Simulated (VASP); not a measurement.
# TaN (P6_3/mmc) in VASP: a series of runs, part 2 of 2

VASP 6.6.1. Earlier steps stand in the parts before.

## Step 4: Relaxation of cell and atoms, PBEsol, target pressure 3 GPa, at which the enthalpy is minimised

This run uses another cell than the first one, of 10.30 Å³/atom.

Contents of INCAR:

```
SYSTEM = TaN
PREC = Accurate
ENCUT = 600
EDIFF = 1E-6
ISMEAR = 0
SIGMA = 0.1
LREAL = .FALSE.
LASPH = .TRUE.
NELM = 60
ALGO = Normal
ISIF = 3
LWAVE = .FALSE.
LCHARG = .FALSE.
GGA = PS
IBRION = 2
NSW = 70
EDIFFG = -0.008
PSTRESS = 30.0
```

Contents of KPOINTS:

```
Automatic mesh
0
G
  18 18 8
  0 0 0
```

Contents of POSCAR:

```
TaN
1.0
    2.8625889152      0.0000000000      0.0000000000
   -1.4312944576      2.4790747212      0.0000000000
    0.0000000000      0.0000000000      5.8062807079
Ta N
2 2
Direct
    0.0000000000      0.0000000000      0.0000000000
    0.0000000000      0.0000000000      0.5000000000
    0.3333333333      0.6666666667      0.2500000000
    0.6666666667      0.3333333333      0.7500000000
```

Potentials or basis: VASP PAW PBE potentials, release 64 (Ta_pv, N).

Launch:

```bash
$ cat potpaw_PBE.64/Ta_pv/POTCAR potpaw_PBE.64/N/POTCAR > POTCAR
$ mpirun -np 1 vasp_std > vasp.out
```

OUTCAR:

```text
SYSTEM = TaN
   PREC = Accurate
   ENCUT = 600
   EDIFF = 1E-6
   ISMEAR = 0
   LREAL = .FALSE.
   LASPH = .TRUE.
   NELM = 60
   ISIF = 3
   GGA = PS
   IBRION = 2
   NSW = 70
   EDIFFG = -0.008
   PSTRESS = 30.0

 ion  position               nearest neighbor table
   1  0.000  0.000  0.000-   3 2.20   4 2.20   4 2.20   3 2.20   4 2.20   3 2.20   2 2.90   2 2.90

   2  0.000  0.000  0.500-   3 2.20   4 2.20   4 2.20   3 2.20   4 2.20   3 2.20   1 2.90   1 2.90

   3  0.333  0.667  0.250-   1 2.20   2 2.20   1 2.20   2 2.20   1 2.20   2 2.20
   4  0.667  0.333  0.750-   1 2.20   2 2.20   1 2.20   2 2.20   1 2.20   2 2.20

  LATTYP: Found a hexagonal cell.
 ALAT       =     2.8625889152
 C/A-ratio  =     2.0283320029

  Lattice vectors:

 A1 = (   2.8625889152,   0.0000000000,   0.0000000000)
 A2 = (  -1.4312944576,   2.4790747212,   0.0000000000)
 A3 = (   0.0000000000,   0.0000000000,   5.8062807079)

Analysis of symmetry for initial positions (statically):
=====================================================================
 Subroutine PRICEL returns:
 Original cell was already a primitive cell.

 Routine SETGRP: Setting up the symmetry group for a
 hexagonal supercell.

 Subroutine GETGRP returns: Found 24 space group operations
 (whereof 12 operations were pure point group operations)
 out of a pool of 24 trial point group operations.

The static configuration has the point symmetry D_3d.
 The point group associated with its full space group is D_6h.

Analysis of symmetry for dynamics (positions and initial velocities):
=====================================================================
 Subroutine PRICEL returns:
 Original cell was already a primitive cell.

 Routine SETGRP: Setting up the symmetry group for a
 hexagonal supercell.

 Subroutine GETGRP returns: Found 24 space group operations
 (whereof 12 operations were pure point group operations)
 out of a pool of 24 trial point group operations.

[... 124 lines left out ...]
     AMIX     =   0.40;   BMIX     =  1.00
     AMIX_MAG =   1.60;   BMIX_MAG =  1.00
  volume/ion in A,a.u.               =      10.30        69.52
  Fermi-wavevector in a.u.,A,eV,Ry     =   1.504790  2.843641 30.808944  2.264393
  Thomas-Fermi vector in A             =   2.615724
   LORBIT       =      0    0 simple, 1 ext, 2 COOP (PROOUT), +10 PAW based schemes
   GGA     = PS    functional components
   LHFCALC =     F    Hartree Fock is set to
   AEXX    =    0.0000 exact exchange contribution
   IVDW    =     0    specifies the selected vdW correction
   LEPSILON=     F    determine dielectric tensor
   LRPA    =     F    only Hartree local field effects (RPA)
 conjugate gradient relaxation of ions
 non-spin polarized calculation
 Gauss-broadening in eV      SIGMA  =   0.10
  energy-cutoff  :      600.00
  volume of cell :       41.20
 maximum number of plane-waves:      1392
 NGX is ok and might be reduce to    24
   NGX = 11   NGY = 11   NGZ = 23

--------------------------------------- Ionic step        1  -------------------------------------------

 number of electron      31.9999995 magnetization

 Free energy of the ion-electron system (eV)
  ---------------------------------------------------
  ext. energy  EPLUGINS =         0.00000000
  ---------------------------------------------------
  free energy    TOTEN  =       -46.73253514 eV

  energy without entropy =      -46.72732061  energy(sigma->0) =      -46.72992788

------------------------ aborting loop because EDIFF is reached ----------------------------------------

  FORCE on cell =-STRESS in cart. coord.  units (eV):
  Direction    XX          YY          ZZ          XY          YZ          ZX
  --------------------------------------------------------------------------------------
  -------------------------------------------------------------------------------------
  Total        2.8111930      2.8111930      3.2581140      0.0000000      0.0000000      0.0000000
  in kB      109.3086693    109.3086693    126.6864697      0.0000000      0.0000000      0.0000000
  external PRESSURE =      85.1012694 kB  Pullay stress =      30.0000000 kB
[... 307 lines left out ...]
--------------------------------------- Ionic step        9  -------------------------------------------

 number of electron      31.9999996 magnetization

 Free energy of the ion-electron system (eV)
  ---------------------------------------------------
  ext. energy  EPLUGINS =         0.00000000
  ---------------------------------------------------
  free energy    TOTEN  =       -46.77357911 eV

  energy without entropy =      -46.76827176  energy(sigma->0) =      -46.77092544

 E-fermi :   8.3306     XC(G=0): -13.6335

 val. band max:        8.3271291545   @ k =   0.1667   0.1667   0.5000
 cond. band min:       8.3413980917   @ k =   0.1111   0.0000   0.2500
 fundamental gap:      0.0142689372
 Fermi energy:         8.3306412562

 k-point     1 :       0.0000    0.0000    0.0000
  band No.  band energies     occupation
      1     -27.2182      2.00000
      2     -26.3645      2.00000
      3     -26.0786      2.00000
      4     -26.0786      2.00000
      5     -26.0090      2.00000
      6     -26.0090      2.00000
[... 541 lines left out ...]
     19      12.8916      0.00000
     20      13.2321      0.00000

 [... further k-points ...]
[... 5 lines left out ...]
  --------------------------------------------------------------------------------------
  -------------------------------------------------------------------------------------
  Total        0.7851510      0.7851510      0.7891097      0.0000000      0.0000000      0.0000000
  in kB       29.8665857     29.8665857     30.0171702      0.0000000      0.0000000      0.0000000
  external PRESSURE =      -0.0832195 kB  Pullay stress =      30.0000000 kB
[... 23 lines left out ...]
  energy  without entropy=      -46.7682717557  energy(sigma->0) =      -46.77092544

  enthalpy is  TOTEN    =       -45.9849208437 eV   P V=        0.7886582711

 reached required accuracy - stopping structural energy minimisation
```

CONTCAR:

```text
TaN
   1.00000000000000
     2.8829809501359178    0.0000000000000000    0.0000000000000000
    -1.4414904750679589    2.4967347414912457    0.0000000000000000
     0.0000000000000000    0.0000000000000000    5.8514569325833952
  Ta              N
     2     2
Direct
     0.0000000000000000    0.0000000000000000    0.0000000000000000
     0.0000000000000000    0.0000000000000000    0.5000000000000000
     0.3333333332999970    0.6666666667000030    0.2500000000000000
     0.6666666667000030    0.3333333332999970    0.7500000000000000

  0.00000000E+00  0.00000000E+00  0.00000000E+00
  0.00000000E+00  0.00000000E+00  0.00000000E+00
  0.00000000E+00  0.00000000E+00  0.00000000E+00
  0.00000000E+00  0.00000000E+00  0.00000000E+00
```

It took 15 min on 1 thread of Intel Xeon 8259CL, shared host; peak memory 0.32 GiB.

What came out:

```
Free energy                                                : -46.7736 eV
Relaxed volume                                             : 10.53 Å³/atom
Relaxed cell                                               : a = 2.883 Å, b = 2.883 Å, c = 5.851 Å, α = 90.00°, β = 90.00°, γ = 120.00°
Space group after relaxing (to 0.1 Å)                      : P6_3/mmc (No. 194)
Energy change on relaxing (the run minimises the enthalpy) : -10.3 meV/atom
Ionic steps                                                : 9
Pressure after relaxing                                    : 3.0 GPa
Band gap on the k mesh                                     : zero (bands 16 and 17 overlap by 1.04 eV)
```

The path:
```
step  energy change (eV)  largest force (eV/Å)  pressure (GPa)  volume (Å³)
   1              0.0000                0.0000           11.51        41.20
   2              0.0629                0.0000          -15.42        44.55
   3             -0.0413                0.0000            2.85        42.13
   4             -0.0409                0.0000            3.01        42.11
   5             -0.0406                0.0000            3.17        42.10
   6             -0.0408                0.0000            3.13        42.11
   7             -0.0407                0.0000            3.15        42.10
   8             -0.0416                0.0000            2.75        42.15
   9             -0.0410                0.0000            2.99        42.12
```

Final structure:
```
CELL_PARAMETERS angstrom
2.88298 0.00000 0.00000
-1.44149 2.49673 0.00000
0.00000 0.00000 5.85146
ATOMIC_POSITIONS crystal
Ta 0.00000 0.00000 0.00000
Ta 0.00000 0.00000 0.50000
N 0.33333 0.66667 0.25000
N 0.66667 0.33333 0.75000
```

Caveat: the cell is relaxed towards a set pressure, so the run minimises the enthalpy, not the energy; the PAW data sets were made with another functional, which shifts forces and pressure a little; spin-orbit coupling is left out, which moves the levels of the heavy elements.

## Step 5: Summary

```tsv
cell	gap on the mesh (eV)	pressure (GPa)
relaxed to 30 GPa from a = 2.816, b = 2.816, c = 5.730 Å, angles 90.0, 90.0, 120.0°, 4 atoms	none	30.0
relaxed to 15 GPa from a = 2.850, b = 2.850, c = 5.791 Å, angles 90.0, 90.0, 120.0°, 4 atoms	none	15.0
relaxed to 3 GPa from a = 2.863, b = 2.863, c = 5.806 Å, angles 90.0, 90.0, 120.0°, 4 atoms	none	3.0
```

Alike in all rows: task relaxation of cell and atoms; level PBEsol; potentials or basis VASP PAW PBE potentials, release 64 (Ta_pv, N); no spin polarisation; k mesh 18 × 18 × 8; cutoff (eV) 600; smearing gaussian 0.1 eV.

Caveats: the cell is relaxed towards a set pressure, so the run minimises the enthalpy, not the energy; the PAW data sets were made with another functional, which shifts forces and pressure a little; spin-orbit coupling is left out, which moves the levels of the heavy elements.

Absolute energies hang on the potentials; compare differences alone.
